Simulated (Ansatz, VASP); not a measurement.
# H in VASP and in Ansatz

Contents of INCAR:

```
SYSTEM = H
ALGO = Normal
EDIFF = 1E-7
ENCUT = 520
GGA = PE
ISIF = 2
ISMEAR = 0
IVDW = 12
LASPH = .True.
LCHARG = .False.
LREAL = .False.
LWAVE = .False.
NBANDS = 6
NELM = 100
PREC = Accurate
SIGMA = 0.05
```

KPOINTS

```
k-points
0
Gamma
  10 10 26
  0 0 0
```

POSCAR

```
H
1.0
    2.7821206758      0.0000000000      0.0000000000
    0.0000000000      2.7821206758      0.0000000000
    0.0000000000      0.0000000000      1.0295175660
H
1
Direct
    0.0000000000      0.0000000000      0.5000000000
```

Input for Ansatz:

```yaml
crystal:
  lattice:
    - [2.7821206758, 0.0, 0.0]
    - [0.0, 2.7821206758, 0.0]
    - [0.0, 0.0, 1.029517566]
  atoms:
    - { symbol: H, position: [0.0, 0.0, 0.5] }
basis:
  ecutwfc: 420
kpoints:
  mp_grid: { grid: [10, 10, 26] }
hamiltonian:
  xc: pbe
  dispersion: d3bj
scf:
  occupations: { method: gaussian, width: 0.05 }
output:
  forces: true
  stress: true
  eigenvalues: true
```

Change from the starting cell: strain +0.050 along x and y, +0.050 along z, atoms carried along.

Alike in both runs: task single point; functional PBE; dispersion D3(BJ); k mesh 10 × 10 × 26; occupations gaussian, width 0.05 eV; no spin polarisation.

|  | VASP | Ansatz |
| --- | --- | --- |
| version | VASP 6.6.1 | Ansatz 0.2.0 |
| potentials or method | VASP PAW PBE potentials, release 64 (H), cutoff 520 eV | scalar-relativistic, plane waves, PAW |
| valence electrons in the cell | 1 | 1 |

Ansatz gave:

* pressure (GPa): -4.1
* traceless stress, the component that is largest in VASP (GPa): -8.39

Problem. Estimate VASP's values.

Solution. Pressure (GPa): -4.4; traceless stress, the component that is largest in VASP (GPa): -8.43.
